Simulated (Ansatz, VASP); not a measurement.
One calculation of Ti, two programs

File INCAR:

```
PREC = Accurate
ENCUT = 520
EDIFF = 1E-8
ISMEAR = -1
SIGMA = 0.08
LREAL = F
LASPH = T
NELM = 60
ALGO = Normal
ISIF = 2
LWAVE = F
LCHARG = F
GGA = PS
LEFG = T
NBANDS = 12
```

Contents of KPOINTS:

```
regular mesh
0
Gamma
  17 17 17
```

The input POSCAR:

```
Ti
1.0
   -1.6081800000      1.6081800000      1.6410000000
    1.6081800000     -1.6081800000      1.6410000000
    1.6081800000      1.6081800000     -1.6410000000
Ti
1
Direct
    0.0000000000      0.0000000000      0.0000000000
```

Input for Ansatz:

```yaml
crystal:
  lattice:
    - [-1.60818, 1.60818, 1.641]
    - [1.60818, -1.60818, 1.641]
    - [1.60818, 1.60818, -1.641]
  atoms:
    - { symbol: Ti, position: [0.0, 0.0, 0.0] }
kpoints:
  mp_grid: { grid: [17, 17, 17] }
scf:
  occupations: { method: fermi_dirac, width: 0.08 }
hamiltonian:
  xc: pbesol
  pseudopotentials: { kind: all_electron, datasets: crystal }
output:
  forces: true
  stress: true
  eigenvalues: true
  efg: { contact_densities: true }
```

Change from the starting cell: equal xx and yy strain of -2 %, crystal datasets.

Alike in both runs: task electric field gradients; functional PBEsol; k mesh 17 × 17 × 17; occupations fermi-dirac, width 0.08 eV; no spin polarisation.

```csv
,VASP,Ansatz
version,VASP 6.6.1,Ansatz 0.2.0
potentials or method,"VASP PAW PBE potentials, release 64 (Ti_sv), cutoff 520 eV","all-electron PAW with datasets made for the crystal, scalar-relativistic"
```

|  | VASP | Ansatz | Ansatz less VASP |
| --- | --- | --- | --- |
| pressure (GPa) | -2.8 | -2.6 | +0.23 |
| traceless stress, the component that is largest in VASP (GPa) | 0.29 | 0.29 | +0.002 |

VASP's potentials were made for PBE, not for PBEsol. Ansatz ran all-electron here, and VASP with PAW potentials.
